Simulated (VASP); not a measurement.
# AlH (R-3m) in VASP: single point with PBE

Aim: the single point of AlH with PBE.

All numbers are computed with VASP 6.6.1; they aren't measurements. Logs are shortened: lines on timing, memory, paths and dates and some standing lists are left out, and cuts for length are marked.

### Step 1. The cell of the first run

The structure is trigonal, space group R-3m (No. 166). Conventional cell: a = 2.994 Å, b = 2.994 Å, c = 7.399 Å, α = 90.00°, β = 90.00°, γ = 120.00°. Al (site symmetry -3m) has 6 H at 2.12 Å within 2.8 Å. H (site symmetry -3m) has 6 Al at 2.12 Å within 2.8 Å.

### Step 2. Single point, PBE

Input file INCAR:

```
SYSTEM = AlH
PREC = Accurate
ENCUT = 500
EDIFF = 1E-6
ISMEAR = 0
SIGMA = 0.1
LREAL = .FALSE.
LASPH = .TRUE.
NELM = 120
ALGO = Normal
ISIF = 2
LWAVE = .FALSE.
LCHARG = .FALSE.
GGA = PE
NBANDS = 9
GGA_COMPAT = .FALSE.
```

Input file KPOINTS:

```
regular mesh
0
G
  6 6 6
  0 0 0
```

Input file POSCAR:

```
AlH
1.0
    1.4968950100      0.8642327400      2.4662686900
   -1.4968950100      0.8642327400      2.4662686900
    0.0000000000     -1.7284654700      2.4662686900
Al H
1 1
Direct
    0.0000000000      0.0000000000      0.0000000000
    0.5000000000      0.5000000000      0.5000000000
```

Potentials or basis: VASP PAW PBE potentials, release 64 (Al, H).

Started as:

```
> cat potpaw_PBE.64/Al/POTCAR potpaw_PBE.64/H/POTCAR > POTCAR
> mpirun -np 1 vasp_std > vasp.out
```

OUTCAR:

```text
SYSTEM = AlH
   PREC = Accurate
   ENCUT = 500
   EDIFF = 1E-6
   ISMEAR = 0
   LREAL = .FALSE.
   LASPH = .TRUE.
   NELM = 120
   ISIF = 2
   GGA = PE

 ion  position               nearest neighbor table
   1  0.000  0.000  0.000-   2 2.12   2 2.12   2 2.12   2 2.12   2 2.12   2 2.12
   2  0.500  0.500  0.500-   1 2.12   1 2.12   1 2.12   1 2.12   1 2.12   1 2.12

  LATTYP: Found a trigonal (rhomboedric) cell.
 ALAT       =     3.0116563800
 COS(alpha) =     0.5059148063

  Lattice vectors:

 A1 = (   1.4968950100,   0.8642327400,   2.4662686900)
 A2 = (  -1.4968950100,   0.8642327400,   2.4662686900)
 A3 = (   0.0000000000,  -1.7284654700,   2.4662686900)

Analysis of symmetry for initial positions (statically):
=====================================================================
 Subroutine PRICEL returns:
 Original cell was already a primitive cell.

 Routine SETGRP: Setting up the symmetry group for a
 trigonal (rhombohedral) supercell.

 Subroutine GETGRP returns: Found 12 space group operations
 (whereof 12 operations were pure point group operations)
 out of a pool of 12 trial point group operations.

The static configuration has the point symmetry D_3d.

Analysis of symmetry for dynamics (positions and initial velocities):
=====================================================================
 Subroutine PRICEL returns:
 Original cell was already a primitive cell.

 Routine SETGRP: Setting up the symmetry group for a
 trigonal (rhombohedral) supercell.

 Subroutine GETGRP returns: Found 12 space group operations
 (whereof 12 operations were pure point group operations)
 out of a pool of 12 trial point group operations.

The dynamic configuration has the point symmetry D_3d.

 Subroutine INISYM returns: Found 12 space group operations
 (whereof 12 operations are pure point group operations),
 and found     1 'primitive' translations

----------------------------------------------------------------------------------------

                                     Primitive cell

  volume of cell :      19.1432

  direct lattice vectors                    reciprocal lattice vectors
     1.496895010  0.864232740  2.466268690     0.334024762  0.192849287  0.135156941
    -1.496895010  0.864232740  2.466268690    -0.334024762  0.192849287  0.135156941
     0.000000000 -1.728465470  2.466268690     0.000000000 -0.385698573  0.135156942

  length of vectors
     3.011656380  3.011656380  3.011656377     0.408694003  0.408694003  0.408694003

  position of ions in fractional coordinates (direct lattice)
     0.000000000  0.000000000  0.000000000
     0.500000000  0.500000000  0.500000000

  ion indices of the primitive-cell ions
   primitive index   ion index
                 1           1
                 2           2

----------------------------------------------------------------------------------------

 KPOINTS: regular mesh

Automatic generation of k-mesh.
 Grid dimensions read from file:
 generate k-points for:    6    6    6

 Generating k-lattice:

  Cartesian coordinates                     Fractional coordinates (reciprocal lattice)
     0.055670794  0.032141548  0.022526157     0.166666667  0.000000000  0.000000000
    -0.055670794  0.032141548  0.022526157     0.000000000  0.166666667  0.000000000
     0.000000000 -0.064283096  0.022526157     0.000000000  0.000000000  0.166666667

  Length of vectors
     0.068115667  0.068115667  0.068115667

  Shift w.r.t. Gamma in fractional coordinates (k-lattice)
     0.000000000  0.000000000  0.000000000

 Subroutine IBZKPT returns following result:
 ===========================================

 Found     32 irreducible k-points:

 Following reciprocal coordinates:
            Coordinates               Weight
  0.000000  0.000000  0.000000      1.000000
  0.166667  0.000000  0.000000      6.000000
  0.333333  0.000000  0.000000      6.000000
  0.500000  0.000000  0.000000      3.000000
  0.166667  0.166667  0.000000      6.000000
  0.333333  0.166667 -0.000000     12.000000
[... 16 lines left out ...]
  0.500000  0.500000  0.166667      6.000000
 -0.333333  0.500000  0.166667     12.000000
 [... further k-points ...]
   k-points           NKPTS =     32   k-points in BZ     NKDIM =     32   number of bands    NBANDS=      9
   number of dos      NEDOS =    301   number of ions     NIONS =      2
   total plane-waves  NPLWV =  13824
   dimension x,y,z NGX =    24 NGY =   24 NGZ =   24
   dimension x,y,z NGXF=    48 NGYF=   48 NGZF=   48
   ions per type =               1   1
   NGX,Y,Z   is equivalent  to a cutoff of  13.25, 13.25, 13.25 a.u.
   NGXF,Y,Z  is equivalent  to a cutoff of  26.50, 26.50, 26.50 a.u.
 SYSTEM =  AlH
   PREC   = accura    normal or accurate (medium, high low for compatibility)
   ISTART =      0    job   : 0-new  1-cont  2-samecut
   ICHARG =      2    charge: 1-file 2-atom 10-const
   ISPIN  =      1    spin polarized calculation?
   LNONCOLLINEAR =      F non collinear calculations
   LSORBIT =      F    spin-orbit coupling
   LASPH  =      T    aspherical Exc in radial PAW
   ENCUT  =  500.0 eV  36.75 Ry    6.06 a.u.   5.49  5.49  5.49*2*pi/ulx,y,z
   NELM   =    120;   NELMIN=  2; NELMDL= -5     # of ELM steps
   EDIFF  = 0.1E-05   stopping-criterion for ELM
   LREAL  =      F    real-space projection
   EDIFFG = 0.1E-04   stopping-criterion for IOM
   NSW    =      0    number of steps for IOM
   IBRION =     -1    ionic relax: 0-MD 1-quasi-New 2-CG
   NFREE  =      0    steps in history (QN), initial steepest desc. (CG)
   ISIF   =      2    stress and relaxation
   ISYM   =      2    0-nonsym 1-usesym 2-fastsym
   POTIM  = 0.5000    time-step for ionic-motion
   TEBEG  =    0.0;   TEEND  =   0.0 temperature during run
   PSTRESS=    0.0 pullay stress
   NELECT =       4.0000    total number of electrons
   NUPDOWN=      -1.0000    fix difference up-down
   EMIN   =  10.00;   EMAX   =-10.00  energy-range for DOS
   EFERMI =   0.00;   METHOD = LEGACY
   ISMEAR =     0;   SIGMA  =   0.10  broadening in eV -4-tet -1-fermi 0-gaus
   EFERMI_NEDOS =   21; number of points for ismear=-14 and -15
   IALGO  =     38    algorithm
   IMIX   =      4    mixing-type and parameters
     AMIX     =   0.40;   BMIX     =  1.00
     AMIX_MAG =   1.60;   BMIX_MAG =  1.00
  volume/ion in A,a.u.               =       9.57        64.59
  Fermi-wavevector in a.u.,A,eV,Ry     =   0.971457  1.835788 12.840209  0.943729
  Thomas-Fermi vector in A             =   2.101676
   LORBIT       =      0    0 simple, 1 ext, 2 COOP (PROOUT), +10 PAW based schemes
   GGA     = PE    functional components
   LHFCALC =     F    Hartree Fock is set to
   AEXX    =    0.0000 exact exchange contribution
   IVDW    =     0    specifies the selected vdW correction
   LEPSILON=     F    determine dielectric tensor
   LRPA    =     F    only Hartree local field effects (RPA)
 non-spin polarized calculation
 Gauss-broadening in eV      SIGMA  =   0.10
  energy-cutoff  :      500.00
  volume of cell :       19.14
 maximum number of plane-waves:       531
 NGX is ok and might be reduce to    24
   NGX = 11   NGY = 11   NGZ = 11

 number of electron       4.0000000 magnetization

 Free energy of the ion-electron system (eV)
  ---------------------------------------------------
  ext. energy  EPLUGINS =         0.00000000
  ---------------------------------------------------
  free energy    TOTEN  =        -6.16558469 eV

  energy without entropy =       -6.15486880  energy(sigma->0) =       -6.16022675

 E-fermi :   7.7227     XC(G=0): -10.3663

 val. band max:        7.7121824840   @ k =  -0.3333   0.5000   0.3333
 cond. band min:       7.7318908831   @ k =  -0.3333  -0.3333   0.1667
 fundamental gap:      0.0197083991
 Fermi energy:         7.7227178320

 k-point     1 :       0.0000    0.0000    0.0000
  band No.  band energies     occupation
      1      -5.0101      2.00000
      2      14.7579      0.00000
      3      18.3499      0.00000
      4      18.5526      0.00000
      5      18.6344      0.00000
      6      18.6344      0.00000
      7      18.8003      0.00000
      8      18.8003      0.00000
      9      22.5500      0.00000

 k-point     2 :       0.1667    0.0000    0.0000
  band No.  band energies     occupation
      1      -4.3495      2.00000
      2      11.3460      0.00000
      3      15.4377      0.00000
      4      16.6814      0.00000
      5      16.8751      0.00000
      6      21.0811      0.00000
      7      21.2645      0.00000
      8      21.3447      0.00000
      9      21.9285      0.00000

 k-point     3 :       0.3333    0.0000    0.0000
  band No.  band energies     occupation
      1      -2.4281      2.00000
      2       5.9354      2.00000
      3      14.4605      0.00000
      4      16.0826      0.00000
      5      16.2442      0.00000
      6      18.5351      0.00000
      7      18.6217      0.00000
      8      21.0493      0.00000
      9      25.6753      0.00000

 k-point     4 :       0.5000    0.0000    0.0000
  band No.  band energies     occupation
      1      -0.2467      2.00000
      2       2.5324      2.00000
      3      14.1698      0.00000
      4      16.6304      0.00000
      5      16.7721      0.00000
      6      16.7879      0.00000
      7      16.8664      0.00000
      8      20.5794      0.00000
      9      29.2346      0.00000

 k-point     5 :       0.1667    0.1667    0.0000
  band No.  band energies     occupation
      1      -4.1340      2.00000
      2      12.1573      0.00000
      3      14.4903      0.00000
      4      14.6768      0.00000
      5      15.7054      0.00000
      6      17.6685      0.00000
      7      22.1636      0.00000
      8      23.9842      0.00000
      9      24.1353      0.00000

 k-point     6 :       0.3333    0.1667   -0.0000
  band No.  band energies     occupation
      1      -2.6343      2.00000
      2       8.0431      0.00001
      3      12.0970      0.00000
      4      13.4824      0.00000
      5      14.9069      0.00000
      6      18.6006      0.00000
      7      22.4692      0.00000
      8      23.1177      0.00000
      9      25.0360      0.00000
[... 169 lines left out ...]
 k-point    21 :      -0.3333    0.3333    0.1667
  band No.  band energies     occupation
      1       1.1306      2.00000
      2       4.2939      2.00000
      3       7.6329      1.79614
      4       9.5861      0.00000
      5      17.3328      0.00000
      6      19.7605      0.00000
      7      22.7636      0.00000
      8      24.5066      0.00000
      9      27.2233      0.00000

 k-point    22 :      -0.1667    0.3333    0.1667
  band No.  band energies     occupation
      1      -0.7912      2.00000
      2       6.6913      2.00000
      3       8.3357      0.00000
      4      10.8581      0.00000
      5      16.9320      0.00000
      6      18.5780      0.00000
      7      21.0791      0.00000
      8      25.6425      0.00000
      9      27.9928      0.00000

 k-point    23 :       0.5000    0.5000    0.1667
  band No.  band energies     occupation
      1       0.4637      2.00000
      2       5.4992      2.00000
      3       7.7521      0.67729
      4      12.0478      0.00000
      5      12.3581      0.00000
      6      16.9083      0.00000
      7      26.3429      0.00000
      8      27.0271      0.00000
      9      29.4295      0.00000

 k-point    24 :      -0.3333    0.5000    0.1667
  band No.  band energies     occupation
      1       1.8188      2.00000
      2       4.9120      2.00000
      3       7.4495      1.99989
      4       7.6857      1.39900
      5      16.3976      0.00000
      6      17.7814      0.00000
      7      24.4909      0.00000
      8      25.3001      0.00000
      9      29.9673      0.00000

 [... further k-points ...]

------------------------ aborting loop because EDIFF is reached ----------------------------------------

  FORCE on cell =-STRESS in cart. coord.  units (eV):
  Direction    XX          YY          ZZ          XY          YZ          ZX
  --------------------------------------------------------------------------------------
  -------------------------------------------------------------------------------------
  Total       -0.1979044     -0.1979044      0.4203993      0.0000000      0.0000000      0.0000000
  in kB      -16.5635093    -16.5635092     35.1851106      0.0000000      0.0000000      0.0000000
  external PRESSURE =       0.6860307 kB  Pullay stress =       0.0000000 kB

 VOLUME and BASIS-vectors are now :
 -----------------------------------------------------------------------------
  energy-cutoff  :      500.00
  volume of cell :       19.14
      direct lattice vectors                 reciprocal lattice vectors
     1.496895010  0.864232740  2.466268690     0.334024762  0.192849287  0.135156941
    -1.496895010  0.864232740  2.466268690    -0.334024762  0.192849287  0.135156941
     0.000000000 -1.728465470  2.466268690     0.000000000 -0.385698573  0.135156942

 POSITION                                       TOTAL-FORCE (eV/Angst)
 -----------------------------------------------------------------------------------
      0.00000      0.00000      0.00000         0.000000     -0.000000     -0.000000
      0.00000      0.00000      3.69940         0.000000      0.000000      0.000000
 -----------------------------------------------------------------------------------
    total drift:                               -0.000000      0.000000     -0.000000

  FREE ENERGIE OF THE ION-ELECTRON SYSTEM (eV)
  ---------------------------------------------------
  free  energy   TOTEN  =        -6.1655846927 eV

  energy  without entropy=       -6.1548687993  energy(sigma->0) =       -6.16022675
```

It took 2.2 s on 1 thread of Intel Xeon 6975P-C (Granite Rapids), shared host; peak memory 0.12 GiB.

What came out:

| Item | Value |
| --- | --- |
| Free energy | -6.1656 eV |
| Pressure | 0.1 GPa |
| Band gap on the k mesh | zero (bands 2 and 3 overlap by 9.00 eV) |

Levels at points of the mesh, in eV from the Fermi level:
```csv
k point,band 1,band 2,band 3,band 4,band 5,band 6
"(0.00, 0.00, 0.00)",-12.73,7.04,10.63,10.83,10.91,10.91
"(0.50, 0.00, 0.00)",-7.97,-5.19,6.45,8.91,9.05,9.07
"(0.50, 0.50, 0.00)",-6.28,-3.66,3.37,3.53,3.72,4.47
"(0.50, 0.50, 0.50)",-8.04,-5.31,6.59,9.12,9.12,9.26
```

Caveat: the k points lie up to 0.43 Å⁻¹ apart, too coarse for converged energies and pressures of a metal.
